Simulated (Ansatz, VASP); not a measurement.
Two plane-wave programs on Sr

```xyz
1
Lattice="0.0000 3.0521 3.0521 3.0521 0.0000 3.0521 3.0521 3.0521 0.0000" Properties=species:S:1:pos:R:3 pbc="T T T"
Sr    0.0000    0.0000    0.0000
```

Alike in both runs: task single point; functional r2SCAN; k mesh 9 × 9 × 9; no spin polarisation.

|  | VASP | Ansatz |
| --- | --- | --- |
| version | VASP 6.6.1 | Ansatz 0.2.0 |
| potentials or method | VASP PAW PBE potentials, release 64 (Sr_sv), cutoff 520 eV | plane waves (500 eV) with PAW, scalar-relativistic |
| occupations | methfessel-paxton of order 1, width 1 eV | cold, width 1 eV |
| valence electrons in the cell | 10 | 10 |

|  | VASP | Ansatz | Ansatz less VASP |
| --- | --- | --- | --- |
| pressure (GPa) | 0.0 | 0.1 | +0.06 |

VASP's potentials were made for PBE, not for r2SCAN.
